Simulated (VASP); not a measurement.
# Cu (Fm-3m) in VASP: a series of runs

Cu is run at these levels: PBEsol; tasks: single point.

All numbers are computed with VASP 6.6.1; they aren't measurements. Logs are shortened: lines on timing, memory, paths and dates and some standing lists are left out, and cuts for length are marked.

### 1 The cell of the first run

Symmetry: Fm-3m, No. 225, cubic system. The conventional cell has a = 3.563 Å, b = 3.563 Å, c = 3.563 Å, α = 90.00°, β = 90.00°, γ = 90.00°. Cu (site symmetry m-3m) has 12 Cu at 2.52 Å within 3.3 Å.

### 2 Single point, PBEsol (11.30 Å³/atom)

INCAR

```
SYSTEM = Cu
ALGO     = Normal         ! electronic algorithm
EDIFF    = 1E-6           ! SCF threshold, eV
ENCUT    = 600            ! plane-wave cutoff, eV
GGA      = PS             ! functional
GGA_COMPAT= .False.      
ISIF     = 2              ! what is computed and relaxed
ISMEAR   = 0              ! smearing method
LASPH    = .True.         ! aspherical terms in the spheres
LCHARG   = .True.         ! write CHGCAR
LELF     = .True.         ! ELF
LREAL    = .False.        ! projectors in reciprocal space
LVHAR    = .True.       
LWAVE    = .False.        ! write WAVECAR
NBANDS   = 12             ! bands
NELM     = 120            ! most SCF steps
PREC     = Accurate       ! precision mode
SIGMA    = 0.05           ! smearing width, eV
```

KPOINTS

```
k-points
0
Gamma
  16 16 16
  0 0 0
```

POSCAR

```
Cu
1.0
    0.0000000000      1.7812823249      1.7812823249
    1.7812823249      0.0000000000      1.7812823249
    1.7812823249      1.7812823249      0.0000000000
Cu
1
Direct
    0.0000000000      0.0000000000      0.0000000000
```

Potentials or basis: VASP PAW PBE potentials, release 64 (Cu).

Started as:

```console
$ cat potpaw_PBE.64/Cu/POTCAR > POTCAR
$ mpirun -np 1 vasp_std > vasp.out
```

OUTCAR:

```text
SYSTEM = Cu
   EDIFF = 1E-6
   ENCUT = 600
   GGA = PS
   ISIF = 2
   ISMEAR = 0
   LASPH = .True.
   LREAL = .False.
   NELM = 120
   PREC = Accurate

 ion  position               nearest neighbor table
   1  0.000  0.000  0.000-

  LATTYP: Found a face centered cubic cell.
 ALAT       =     3.5625646498

  Lattice vectors:

 A1 = (   0.0000000000,   1.7812823249,   1.7812823249)
 A2 = (   1.7812823249,   0.0000000000,   1.7812823249)
 A3 = (   1.7812823249,   1.7812823249,   0.0000000000)

Analysis of symmetry for initial positions (statically):
=====================================================================
 Subroutine PRICEL returns:
 Original cell was already a primitive cell.

 Routine SETGRP: Setting up the symmetry group for a
 face centered cubic supercell.

 Subroutine GETGRP returns: Found 48 space group operations
 (whereof 48 operations were pure point group operations)
 out of a pool of 48 trial point group operations.

The static configuration has the point symmetry O_h .

Analysis of symmetry for dynamics (positions and initial velocities):
=====================================================================
 Subroutine PRICEL returns:
 Original cell was already a primitive cell.

 Routine SETGRP: Setting up the symmetry group for a
 face centered cubic supercell.

 Subroutine GETGRP returns: Found 48 space group operations
 (whereof 48 operations were pure point group operations)
 out of a pool of 48 trial point group operations.

The dynamic configuration has the point symmetry O_h .

 Subroutine INISYM returns: Found 48 space group operations
 (whereof 48 operations are pure point group operations),
 and found     1 'primitive' translations

----------------------------------------------------------------------------------------

                                     Primitive cell

  volume of cell :      11.3039

  direct lattice vectors                    reciprocal lattice vectors
     0.000000000  1.781282325  1.781282325    -0.280696660  0.280696660  0.280696660
     1.781282325  0.000000000  1.781282325     0.280696660 -0.280696660  0.280696660
     1.781282325  1.781282325  0.000000000     0.280696660  0.280696660 -0.280696660

  length of vectors
     2.519113622  2.519113622  2.519113622     0.486180877  0.486180877  0.486180877

  position of ions in fractional coordinates (direct lattice)
     0.000000000  0.000000000  0.000000000

  ion indices of the primitive-cell ions
   primitive index   ion index
                 1           1

----------------------------------------------------------------------------------------

 KPOINTS: k-points

Automatic generation of k-mesh.
 Grid dimensions read from file:
 generate k-points for:   16   16   16

 Generating k-lattice:

  Cartesian coordinates                     Fractional coordinates (reciprocal lattice)
    -0.017543541  0.017543541  0.017543541     0.062500000  0.000000000  0.000000000
     0.017543541 -0.017543541  0.017543541     0.000000000  0.062500000  0.000000000
     0.017543541  0.017543541 -0.017543541     0.000000000  0.000000000  0.062500000

  Length of vectors
     0.030386305  0.030386305  0.030386305

  Shift w.r.t. Gamma in fractional coordinates (k-lattice)
     0.000000000  0.000000000  0.000000000

 Subroutine IBZKPT returns following result:
 ===========================================

 Found    145 irreducible k-points:

 Following reciprocal coordinates:
            Coordinates               Weight
  0.000000  0.000000  0.000000      1.000000
  0.062500  0.000000  0.000000      8.000000
  0.125000  0.000000  0.000000      8.000000
  0.187500  0.000000  0.000000      8.000000
  0.250000  0.000000  0.000000      8.000000
  0.312500  0.000000  0.000000      8.000000
[... 16 lines left out ...]
 -0.125000  0.062500  0.000000     24.000000
 -0.062500  0.062500  0.000000     12.000000
 [... further k-points ...]
   k-points           NKPTS =    145   k-points in BZ     NKDIM =    145   number of bands    NBANDS=     12
   number of dos      NEDOS =    301   number of ions     NIONS =      1
   total plane-waves  NPLWV =   8000
   dimension x,y,z NGX =    20 NGY =   20 NGZ =   20
   dimension x,y,z NGXF=    40 NGYF=   40 NGZF=   40
   ions per type =               1
   NGX,Y,Z   is equivalent  to a cutoff of  13.20, 13.20, 13.20 a.u.
   NGXF,Y,Z  is equivalent  to a cutoff of  26.40, 26.40, 26.40 a.u.
 SYSTEM =  Cu
   PREC   = accura    normal or accurate (medium, high low for compatibility)
   ISTART =      0    job   : 0-new  1-cont  2-samecut
   ICHARG =      2    charge: 1-file 2-atom 10-const
   ISPIN  =      1    spin polarized calculation?
   LNONCOLLINEAR =      F non collinear calculations
   LSORBIT =      F    spin-orbit coupling
   LASPH  =      T    aspherical Exc in radial PAW
   ENCUT  =  600.0 eV  44.10 Ry    6.64 a.u.   5.03  5.03  5.03*2*pi/ulx,y,z
   NELM   =    120;   NELMIN=  2; NELMDL= -5     # of ELM steps
   EDIFF  = 0.1E-05   stopping-criterion for ELM
   LREAL  =      F    real-space projection
   EDIFFG = 0.1E-04   stopping-criterion for IOM
   NSW    =      0    number of steps for IOM
   IBRION =     -1    ionic relax: 0-MD 1-quasi-New 2-CG
   NFREE  =      0    steps in history (QN), initial steepest desc. (CG)
   ISIF   =      2    stress and relaxation
   ISYM   =      2    0-nonsym 1-usesym 2-fastsym
   POTIM  = 0.5000    time-step for ionic-motion
   TEBEG  =    0.0;   TEEND  =   0.0 temperature during run
   PSTRESS=    0.0 pullay stress
   NELECT =      11.0000    total number of electrons
   NUPDOWN=      -1.0000    fix difference up-down
   EMIN   =  10.00;   EMAX   =-10.00  energy-range for DOS
   EFERMI =   0.00;   METHOD = LEGACY
   ISMEAR =     0;   SIGMA  =   0.05  broadening in eV -4-tet -1-fermi 0-gaus
   EFERMI_NEDOS =   21; number of points for ismear=-14 and -15
   IALGO  =     38    algorithm
   IMIX   =      4    mixing-type and parameters
     AMIX     =   0.40;   BMIX     =  1.00
     AMIX_MAG =   1.60;   BMIX_MAG =  1.00
  volume/ion in A,a.u.               =      11.30        76.28
  Fermi-wavevector in a.u.,A,eV,Ry     =   1.622294  3.065692 35.808340  2.631839
  Thomas-Fermi vector in A             =   2.715931
   LORBIT       =      0    0 simple, 1 ext, 2 COOP (PROOUT), +10 PAW based schemes
   GGA     = PS    functional components
   LHFCALC =     F    Hartree Fock is set to
   AEXX    =    0.0000 exact exchange contribution
   IVDW    =     0    specifies the selected vdW correction
   LEPSILON=     F    determine dielectric tensor
   LRPA    =     F    only Hartree local field effects (RPA)
 non-spin polarized calculation
 Gauss-broadening in eV      SIGMA  =   0.05
  energy-cutoff  :      600.00
  volume of cell :       11.30
 maximum number of plane-waves:       391
   NGX =  9   NGY =  9   NGZ =  9

 number of electron      11.0000013 magnetization

 Free energy of the ion-electron system (eV)
  ---------------------------------------------------
  ext. energy  EPLUGINS =         0.00000000
  ---------------------------------------------------
  free energy    TOTEN  =        -4.30848824 eV

  energy without entropy =       -4.30810216  energy(sigma->0) =       -4.30829520

 E-fermi :   7.9151     XC(G=0): -13.1653

 val. band max:        7.9047303081   @ k =   0.5000   0.1875   0.0625
 cond. band min:       7.9800721321   @ k =   0.5000   0.3125   0.1250
 fundamental gap:      0.0753418239
 Fermi energy:         7.9151421855

 k-point     1 :       0.0000    0.0000    0.0000
  band No.  band energies     occupation
      1      -1.7744      2.00000
      2       4.7929      2.00000
      3       4.7929      2.00000
      4       4.7929      2.00000
      5       5.6836      2.00000
      6       5.6836      2.00000
      7      30.8872      0.00000
      8      33.8447      0.00000
      9      33.8447      0.00000
     10      33.8447      0.00000
     11      36.3649      0.00000
     12      36.3649      0.00000

 k-point     2 :       0.0625    0.0000    0.0000
  band No.  band energies     occupation
      1      -1.6275      2.00000
      2       4.7602      2.00000
      3       4.8217      2.00000
      4       4.8217      2.00000
      5       5.6721      2.00000
      6       5.6721      2.00000
      7      30.0870      0.00000
      8      32.2318      0.00000
      9      33.3948      0.00000
     10      33.3948      0.00000
     11      37.0144      0.00000
     12      37.0144      0.00000

 k-point     3 :       0.1250    0.0000    0.0000
  band No.  band energies     occupation
      1      -1.1934      2.00000
      2       4.6736      2.00000
      3       4.8931      2.00000
      4       4.8931      2.00000
      5       5.6517      2.00000
      6       5.6517      2.00000
      7      27.2128      0.00000
      8      31.6131      0.00000
      9      32.6284      0.00000
     10      32.6284      0.00000
     11      38.2176      0.00000
     12      38.2581      0.00000
[... 286 lines left out ...]
 k-point    23 :      -0.1250    0.0625    0.0000
  band No.  band energies     occupation
      1      -0.8622      2.00000
      2       4.5977      2.00000
      3       4.9471      2.00000
      4       4.9483      2.00000
      5       5.5576      2.00000
      6       5.7338      2.00000
      7      26.2042      0.00000
      8      28.9553      0.00000
      9      32.8998      0.00000
     10      34.3620      0.00000
     11      36.6415      0.00000
     12      37.3732      0.00000

 k-point    24 :      -0.0625    0.0625    0.0000
  band No.  band energies     occupation
      1      -1.3849      2.00000
      2       4.7002      2.00000
      3       4.8634      2.00000
      4       4.8777      2.00000
      5       5.6154      2.00000
      6       5.6976      2.00000
      7      29.0174      0.00000
      8      30.2497      0.00000
      9      32.8135      0.00000
     10      34.3982      0.00000
     11      36.5563      0.00000
     12      37.1608      0.00000

 [... further k-points ...]

------------------------ aborting loop because EDIFF is reached ----------------------------------------

  FORCE on cell =-STRESS in cart. coord.  units (eV):
  Direction    XX          YY          ZZ          XY          YZ          ZX
  --------------------------------------------------------------------------------------
  -------------------------------------------------------------------------------------
  Total        0.0731207      0.0731207      0.0731207     -0.0000000     -0.0000000      0.0000000
  in kB       10.3638900     10.3638900     10.3638900     -0.0000000     -0.0000000      0.0000000
  external PRESSURE =      10.3638900 kB  Pullay stress =       0.0000000 kB

 VOLUME and BASIS-vectors are now :
 -----------------------------------------------------------------------------
  energy-cutoff  :      600.00
  volume of cell :       11.30
      direct lattice vectors                 reciprocal lattice vectors
     0.000000000  1.781282325  1.781282325    -0.280696660  0.280696660  0.280696660
     1.781282325  0.000000000  1.781282325     0.280696660 -0.280696660  0.280696660
     1.781282325  1.781282325  0.000000000     0.280696660  0.280696660 -0.280696660

 POSITION                                       TOTAL-FORCE (eV/Angst)
 -----------------------------------------------------------------------------------
      0.00000      0.00000      0.00000        -0.000000      0.000000      0.000000
 -----------------------------------------------------------------------------------
    total drift:                                0.000000      0.000000      0.000000

  FREE ENERGIE OF THE ION-ELECTRON SYSTEM (eV)
  ---------------------------------------------------
  free  energy   TOTEN  =        -4.3084882370 eV

  energy  without entropy=       -4.3081021606  energy(sigma->0) =       -4.30829520
```

Run time: 8.2 s. Hardware: 1 thread of Intel Xeon 6975P-C (Granite Rapids), shared host; peak memory 0.14 GiB.

Results:

* Free energy: -4.3085 eV
* Pressure: 1.0 GPa
* Band gap on the k mesh: zero (an odd number of electrons rules out a gap without spin polarisation)

Caveat: the PAW data sets were made with another functional, which shifts forces and pressure a little.

### 3 Single point, PBEsol

This run uses another cell than the first one, of 11.76 Å³/atom.

INCAR

```
SYSTEM = Cu
PREC     = Accurate       ! precision mode
ENCUT    = 600            ! plane-wave cutoff, eV
EDIFF    = 1E-6           ! SCF threshold, eV
ISMEAR   = 0              ! smearing method
SIGMA    = 0.05           ! smearing width, eV
LREAL    = .FALSE.        ! projectors in reciprocal space
LASPH    = .TRUE.         ! aspherical terms in the spheres
NELM     = 120            ! most SCF steps
ALGO     = Normal         ! electronic algorithm
ISIF     = 2              ! what is computed and relaxed
LWAVE    = .FALSE.        ! write WAVECAR
LCHARG   = .FALSE.        ! write CHGCAR
GGA      = PS             ! functional
NBANDS   = 12             ! bands
GGA_COMPAT= .FALSE.
```

KPOINTS

```
regular mesh
0
G
  16 16 16
  0 0 0
```

POSCAR

```
Cu
1.0
    0.0000000000      1.8050000000      1.8050000000
    1.8050000000      0.0000000000      1.8050000000
    1.8050000000      1.8050000000      0.0000000000
Cu
1
Direct
    0.0000000000      0.0000000000      0.0000000000
```

Potentials or basis: VASP PAW PBE potentials, release 64 (Cu).

Started as:

```console
$ cat potpaw_PBE.64/Cu/POTCAR > POTCAR
$ mpirun -np 1 vasp_std > vasp.out
```

Wall time 7.9 s (1 thread of Intel Xeon 6975P-C (Granite Rapids), shared host); peak memory 0.14 GiB.

The run converged. Its results:

```yaml
Free_energy: -4.3024 eV
Pressure: -5.1 GPa
Band_gap_on_the_k_mesh: zero (an odd number of electrons rules out a gap without spin polarisation)
```

Levels at points of the mesh, in eV from the Fermi level:
```tsv
k point	band 3	band 4	band 5	band 6	band 7	band 8	band 9	band 10
(0.00, 0.00, 0.00)	-2.99	-2.99	-2.15	-2.15	22.66	25.31	25.31	25.31
(0.50, 0.00, 0.00)	-3.02	-1.58	-1.58	-1.00	3.81	21.15	22.13	22.13
(0.50, 0.50, 0.00)	-1.59	-1.44	-1.44	1.50	7.17	13.11	13.11	17.64
```

Caveat: the cell stands under tension; the PAW data sets were made with another functional, which shifts forces and pressure a little.
